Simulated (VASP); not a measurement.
A run of VASP 6.6.1 is set up as follows.

The input INCAR:

```
SYSTEM = MoI
PREC     = Accurate       ! precision mode
ENCUT    = 520            ! plane-wave cutoff, eV
EDIFF    = 1E-6           ! SCF threshold, eV
ISMEAR   = 0              ! smearing method
SIGMA    = 0.01           ! smearing width, eV
LREAL    = .False.        ! projectors in reciprocal space
LASPH    = .True.         ! aspherical terms in the spheres
NELM     = 80             ! most SCF steps
ALGO     = Normal         ! electronic algorithm
ISIF     = 2              ! what is computed and relaxed
LWAVE    = .False.        ! write WAVECAR
LCHARG   = .True.         ! write CHGCAR
GGA      = PE             ! functional
LELF     = .True.         ! ELF
LVHAR    = .True.       
NBANDS   = 18             ! bands
```

Contents of KPOINTS:

```
regular mesh
0
Gamma
  5 5 4
  0 0 0
```

The input POSCAR:

```
MoI
1.0
    3.6232628200      0.0000000000      0.0000000000
    0.0000000000      3.6232628200      0.0000000000
    0.0000000000      0.0000000000      5.0420814100
Mo I
1 1
Direct
    0.5017470000      0.4871910000      0.5000190000
   -0.0032950000     -0.0103830000      0.5097300000
```

Potentials or basis: VASP PAW PBE potentials, release 64 (Mo_sv, I).

Launch:

```bash
$ cat potpaw_PBE.64/Mo_sv/POTCAR potpaw_PBE.64/I/POTCAR > POTCAR
$ mpirun -np 1 vasp_std > vasp.out
```

(1) Predict the band gap on the k mesh.

(2) Estimate the pressure.

(3) Estimate the largest force.

Results:

(1) zero (an odd number of electrons rules out a gap without spin polarisation).

(2) 10.1 GPa.

(3) 0.275 eV/Å.

Caveat: the stress differs along the axes, from -3 to 17 GPa; spin-orbit coupling is left out, which moves the levels of the heavy elements; an odd number of electrons without spin polarisation forces a metal; a magnetic or distorted state may lie lower.
